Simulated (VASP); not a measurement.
# Os (Fm-3m) in VASP: notebook

Os is run at these levels: LDA; tasks: single point.

Everything below comes from runs of VASP 6.6.1. Logs are shortened: lines on timing, memory, paths and dates and some standing lists are left out, and cuts for length are marked.

### Step 1. The cell of the first run

The structure is cubic, space group Fm-3m (No. 225). Conventional cell: a = 3.790 Å, b = 3.790 Å, c = 3.790 Å, α = 90.00°, β = 90.00°, γ = 90.00°. Within 3.5 Å of Os (site symmetry m-3m) lie 12 Os at 2.68 Å.

This isn't the form of Os at room conditions, which is hcp.

### Step 2. Single point, LDA

Input file INCAR:

```
SYSTEM = Os
PREC = Accurate ; ENCUT = 560
EDIFF = 1E-6 ; ISMEAR = -1
SIGMA = 0.05 ; LREAL = .False.
LASPH = .True. ; NELM = 120
ALGO = Normal ; ISIF = 2
LWAVE = .False. ; LCHARG = .True.
GGA = CA ; LELF = .True.
LVHAR = .True. ; NBANDS = 14
GGA_COMPAT = .False.
```

Input file KPOINTS:

```
regular mesh
0
Gamma
  21 21 21
  0 0 0
```

Input file POSCAR:

```
Os
1.0
    0.0000000000      1.8948567697      1.8948567697
    1.8948567697      0.0000000000      1.8948567697
    1.8948567697      1.8948567697      0.0000000000
Os
1
Direct
    0.0000000000      0.0000000000      0.0000000000
```

Potentials or basis: VASP PAW LDA potentials, release 64 (Os_sv_GW).

On the command line:

```bash
cat potpaw_LDA.64/Os_sv_GW/POTCAR > POTCAR
mpirun -np 1 vasp_std > vasp.out
```

OUTCAR:

```text
SYSTEM = Os
   PREC = Accurate
   ENCUT = 560
   EDIFF = 1E-6
   ISMEAR = -1
   LREAL = .False.
   LASPH = .True.
   NELM = 120
   ISIF = 2
   GGA = CA

 ion  position               nearest neighbor table
   1  0.000  0.000  0.000-

  LATTYP: Found a face centered cubic cell.
 ALAT       =     3.7897135394

  Lattice vectors:

 A1 = (   0.0000000000,   1.8948567697,   1.8948567697)
 A2 = (   1.8948567697,   0.0000000000,   1.8948567697)
 A3 = (   1.8948567697,   1.8948567697,   0.0000000000)

Analysis of symmetry for initial positions (statically):
=====================================================================
 Subroutine PRICEL returns:
 Original cell was already a primitive cell.

 Routine SETGRP: Setting up the symmetry group for a
 face centered cubic supercell.

 Subroutine GETGRP returns: Found 48 space group operations
 (whereof 48 operations were pure point group operations)
 out of a pool of 48 trial point group operations.

The static configuration has the point symmetry O_h .

Analysis of symmetry for dynamics (positions and initial velocities):
=====================================================================
 Subroutine PRICEL returns:
 Original cell was already a primitive cell.

 Routine SETGRP: Setting up the symmetry group for a
 face centered cubic supercell.

 Subroutine GETGRP returns: Found 48 space group operations
 (whereof 48 operations were pure point group operations)
 out of a pool of 48 trial point group operations.

The dynamic configuration has the point symmetry O_h .

 Subroutine INISYM returns: Found 48 space group operations
 (whereof 48 operations are pure point group operations),
 and found     1 'primitive' translations

----------------------------------------------------------------------------------------

                                     Primitive cell

  volume of cell :      13.6069

  direct lattice vectors                    reciprocal lattice vectors
     0.000000000  1.894856770  1.894856770    -0.263872187  0.263872187  0.263872187
     1.894856770  0.000000000  1.894856770     0.263872187 -0.263872187  0.263872187
     1.894856770  1.894856770  0.000000000     0.263872187  0.263872187 -0.263872187

  length of vectors
     2.679732142  2.679732142  2.679732142     0.457040035  0.457040035  0.457040035

  position of ions in fractional coordinates (direct lattice)
     0.000000000  0.000000000  0.000000000

  ion indices of the primitive-cell ions
   primitive index   ion index
                 1           1

----------------------------------------------------------------------------------------

 KPOINTS: regular mesh

Automatic generation of k-mesh.
 Grid dimensions read from file:
 generate k-points for:   21   21   21

 Generating k-lattice:

  Cartesian coordinates                     Fractional coordinates (reciprocal lattice)
    -0.012565342  0.012565342  0.012565342     0.047619048  0.000000000  0.000000000
     0.012565342 -0.012565342  0.012565342     0.000000000  0.047619048  0.000000000
     0.012565342  0.012565342 -0.012565342     0.000000000  0.000000000  0.047619048

  Length of vectors
     0.021763811  0.021763811  0.021763811

  Shift w.r.t. Gamma in fractional coordinates (k-lattice)
     0.000000000  0.000000000  0.000000000

 Subroutine IBZKPT returns following result:
 ===========================================

 Found    286 irreducible k-points:

 Following reciprocal coordinates:
            Coordinates               Weight
  0.000000  0.000000  0.000000      1.000000
  0.047619  0.000000  0.000000      8.000000
  0.095238  0.000000  0.000000      8.000000
  0.142857  0.000000  0.000000      8.000000
  0.190476  0.000000  0.000000      8.000000
  0.238095  0.000000  0.000000      8.000000
[... 16 lines left out ...]
 -0.428571  0.047619  0.000000     24.000000
 -0.380952  0.047619  0.000000     24.000000
 [... further k-points ...]
   k-points           NKPTS =    286   k-points in BZ     NKDIM =    286   number of bands    NBANDS=     14
   number of dos      NEDOS =    301   number of ions     NIONS =      1
   total plane-waves  NPLWV =  13824
   dimension x,y,z NGX =    24 NGY =   24 NGZ =   24
   dimension x,y,z NGXF=    48 NGYF=   48 NGZF=   48
   ions per type =               1
   NGX,Y,Z   is equivalent  to a cutoff of  14.89, 14.89, 14.89 a.u.
   NGXF,Y,Z  is equivalent  to a cutoff of  29.78, 29.78, 29.78 a.u.
 SYSTEM =  Os
   PREC   = accura    normal or accurate (medium, high low for compatibility)
   ISTART =      0    job   : 0-new  1-cont  2-samecut
   ICHARG =      2    charge: 1-file 2-atom 10-const
   ISPIN  =      1    spin polarized calculation?
   LNONCOLLINEAR =      F non collinear calculations
   LSORBIT =      F    spin-orbit coupling
   LASPH  =      T    aspherical Exc in radial PAW
   ENCUT  =  560.0 eV  41.16 Ry    6.42 a.u.   5.17  5.17  5.17*2*pi/ulx,y,z
   NELM   =    120;   NELMIN=  2; NELMDL= -5     # of ELM steps
   EDIFF  = 0.1E-05   stopping-criterion for ELM
   LREAL  =      F    real-space projection
   EDIFFG = 0.1E-04   stopping-criterion for IOM
   NSW    =      0    number of steps for IOM
   IBRION =     -1    ionic relax: 0-MD 1-quasi-New 2-CG
   NFREE  =      0    steps in history (QN), initial steepest desc. (CG)
   ISIF   =      2    stress and relaxation
   ISYM   =      2    0-nonsym 1-usesym 2-fastsym
   POTIM  = 0.5000    time-step for ionic-motion
   TEBEG  =    0.0;   TEEND  =   0.0 temperature during run
   PSTRESS=    0.0 pullay stress
   NELECT =      16.0000    total number of electrons
   NUPDOWN=      -1.0000    fix difference up-down
   EMIN   =  10.00;   EMAX   =-10.00  energy-range for DOS
   EFERMI =   0.00;   METHOD = LEGACY
   ISMEAR =    -1;   SIGMA  =   0.05  broadening in eV -4-tet -1-fermi 0-gaus
   EFERMI_NEDOS =   21; number of points for ismear=-14 and -15
   IALGO  =     38    algorithm
   IMIX   =      4    mixing-type and parameters
     AMIX     =   0.40;   BMIX     =  1.00
     AMIX_MAG =   1.60;   BMIX_MAG =  1.00
  volume/ion in A,a.u.               =      13.61        91.82
  Fermi-wavevector in a.u.,A,eV,Ry     =   1.727939  3.265331 40.623916  2.985774
  Thomas-Fermi vector in A             =   2.802968
   LORBIT       =      0    0 simple, 1 ext, 2 COOP (PROOUT), +10 PAW based schemes
   GGA     = CA    functional components
   LHFCALC =     F    Hartree Fock is set to
   AEXX    =    0.0000 exact exchange contribution
   IVDW    =     0    specifies the selected vdW correction
   LEPSILON=     F    determine dielectric tensor
   LRPA    =     F    only Hartree local field effects (RPA)
 non-spin polarized calculation
  energy-cutoff  :      560.00
  volume of cell :       13.61
 maximum number of plane-waves:       424
 NGX is ok and might be reduce to    24
   NGX = 11   NGY = 11   NGZ = 11

 number of electron      16.0000000 magnetization

 Free energy of the ion-electron system (eV)
  ---------------------------------------------------
  ext. energy  EPLUGINS =         0.00000000
  ---------------------------------------------------
  free energy    TOTEN  =       -13.66642023 eV

  energy without entropy =      -13.65982370  energy(sigma->0) =      -13.66312197

 E-fermi :  13.9283     XC(G=0): -14.9862

 val. band max:       13.9270106699   @ k =   0.3810   0.3810   0.0000
 cond. band min:      13.9619260495   @ k =  -0.2857   0.1905   0.0000
 fundamental gap:      0.0349153795
 Fermi energy:        13.9282674134

 k-point     1 :       0.0000    0.0000    0.0000
  band No.  band energies     occupation
      1     -72.1830      2.00000
      2     -31.2187      2.00000
      3     -31.2187      2.00000
      4     -31.2187      2.00000
      5       2.9486      2.00000
      6      10.8099      2.00000
      7      10.8099      2.00000
      8      10.8099      2.00000
      9      14.0177      0.28631
     10      14.0177      0.28631
     11      27.2970      0.00000
     12      33.1737      0.00000
     13      33.1737      0.00000
     14      33.1737      0.00000

 k-point     2 :       0.0476    0.0000    0.0000
  band No.  band energies     occupation
      1     -72.1804      2.00000
      2     -31.2472      2.00000
      3     -31.2225      2.00000
      4     -31.2225      2.00000
      5       3.0604      2.00000
      6      10.7400      2.00000
      7      10.8609      2.00000
      8      10.8609      2.00000
      9      13.9776      0.54285
     10      13.9776      0.54285
     11      27.5068      0.00000
     12      32.6798      0.00000
     13      33.3724      0.00000
     14      33.3724      0.00000

 k-point     3 :       0.0952    0.0000    0.0000
  band No.  band energies     occupation
      1     -72.1726      2.00000
      2     -31.3292      2.00000
      3     -31.2331      2.00000
      4     -31.2331      2.00000
      5       3.3860      2.00000
      6      10.5541      2.00000
      7      11.0002      2.00000
      8      11.0002      2.00000
      9      13.8798      1.44984
     10      13.8798      1.44983
     11      28.0965      0.00000
     12      31.6211      0.00000
     13      33.9557      0.00000
     14      33.9557      0.00000
[... 324 lines left out ...]
 k-point    23 :      -0.4286    0.0476    0.0000
  band No.  band energies     occupation
      1     -72.0682      2.00000
      2     -32.3847      2.00000
      3     -31.4032      2.00000
      4     -31.3776      2.00000
      5       6.1133      2.00000
      6      10.6036      2.00000
      7      10.7590      2.00000
      8      13.0850      2.00000
      9      16.1686      0.00000
     10      16.8581      0.00000
     11      23.8371      0.00000
     12      27.4917      0.00000
     13      33.7604      0.00000
     14      34.4386      0.00000

 k-point    24 :      -0.3810    0.0476    0.0000
  band No.  band energies     occupation
      1     -72.0768      2.00000
      2     -32.3048      2.00000
      3     -31.3959      2.00000
      4     -31.3618      2.00000
      5       6.1255      2.00000
      6      10.7338      2.00000
      7      10.8627      2.00000
      8      12.2247      2.00000
      9      15.6214      0.00000
     10      16.4507      0.00000
     11      24.8225      0.00000
     12      28.2239      0.00000
     13      34.4722      0.00000
     14      35.6272      0.00000

 [... further k-points ...]

------------------------ aborting loop because EDIFF is reached ----------------------------------------

  FORCE on cell =-STRESS in cart. coord.  units (eV):
  Direction    XX          YY          ZZ          XY          YZ          ZX
  --------------------------------------------------------------------------------------
  -------------------------------------------------------------------------------------
  Total        0.4301117      0.4301117      0.4301117      0.0000000      0.0000000      0.0000000
  in kB       50.6445456     50.6445456     50.6445456      0.0000000      0.0000000      0.0000000
  external PRESSURE =      50.6445456 kB  Pullay stress =       0.0000000 kB

 VOLUME and BASIS-vectors are now :
 -----------------------------------------------------------------------------
  energy-cutoff  :      560.00
  volume of cell :       13.61
      direct lattice vectors                 reciprocal lattice vectors
     0.000000000  1.894856770  1.894856770    -0.263872187  0.263872187  0.263872187
     1.894856770  0.000000000  1.894856770     0.263872187 -0.263872187  0.263872187
     1.894856770  1.894856770  0.000000000     0.263872187  0.263872187 -0.263872187

 POSITION                                       TOTAL-FORCE (eV/Angst)
 -----------------------------------------------------------------------------------
      0.00000      0.00000      0.00000         0.000000      0.000000      0.000000
 -----------------------------------------------------------------------------------
    total drift:                                0.000000     -0.000000      0.000000

  FREE ENERGIE OF THE ION-ELECTRON SYSTEM (eV)
  ---------------------------------------------------
  free  energy   TOTEN  =       -13.6664202323 eV

  energy  without entropy=      -13.6598237015  energy(sigma->0) =      -13.66312197
```

Wall time 50 s (1 thread of Intel Xeon Platinum 8375C at 2.90GHz (Ice Lake), shared host); peak memory 0.19 GiB.

What came out:

| Property | Result |
| --- | --- |
| Free energy | -13.6664 eV |
| Pressure | 5.1 GPa |
| Band gap on the k mesh | zero (bands 8 and 9 overlap by 4.32 eV) |

Levels at points of the mesh, in eV from the Fermi level:
```
           k point  band 6  band 7  band 8  band 9  band 10  band 11
(0.00, 0.00, 0.00)   -3.12   -3.12   -3.12    0.09     0.09    13.37
```

Caveat: the cell stands under pressure; spin-orbit coupling is left out, which moves the levels of the heavy elements.

### Step 3. Single point, LDA

This run uses another cell than the first one, of 13.74 Å³/atom.

Input file INCAR:

```
SYSTEM = Os
  PREC = Accurate
  ENCUT = 560
  EDIFF = 1E-6
  ISMEAR = -1
  SIGMA = 0.05
  LREAL = .False.
  LASPH = .True.
  NELM = 120
  ALGO = Normal
  ISIF = 2
  LWAVE = .False.
  LCHARG = .True.
  GGA = CA
  LELF = .True.
  LVHAR = .True.
  NBANDS = 14
  GGA_COMPAT = .False.
```

KPOINTS is that of step 2.

Input file POSCAR:

```
Os
1.0
    0.0000000000      1.9012153971      1.9012153971
    1.9012153971      0.0000000000      1.9012153971
    1.9012153971      1.9012153971      0.0000000000
Os
1
Direct
    0.0000000000      0.0000000000      0.0000000000
```

Potentials or basis: VASP PAW LDA potentials, release 64 (Os_sv_GW).

On the command line:

```bash
cat potpaw_LDA.64/Os_sv_GW/POTCAR > POTCAR
mpirun -np 1 vasp_std > vasp.out
```

Run time: 20 s. Hardware: 1 thread of Intel Xeon 6975P-C (Granite Rapids), shared host; peak memory 0.18 GiB.

Results (log left out):

* Free energy: -13.6702 eV
* Pressure: 0.4 GPa
* Band gap on the k mesh: zero (bands 8 and 9 overlap by 4.25 eV)

Levels at points of the mesh, in eV from the Fermi level:
```
           k point  band 6  band 7  band 8  band 9  band 10  band 11
(0.00, 0.00, 0.00)   -3.07   -3.07   -3.07    0.09     0.09    13.39
```

Caveat: spin-orbit coupling is left out, which moves the levels of the heavy elements.

The gap in the log of VASP goes by the Fermi energy; the results here count the filled bands.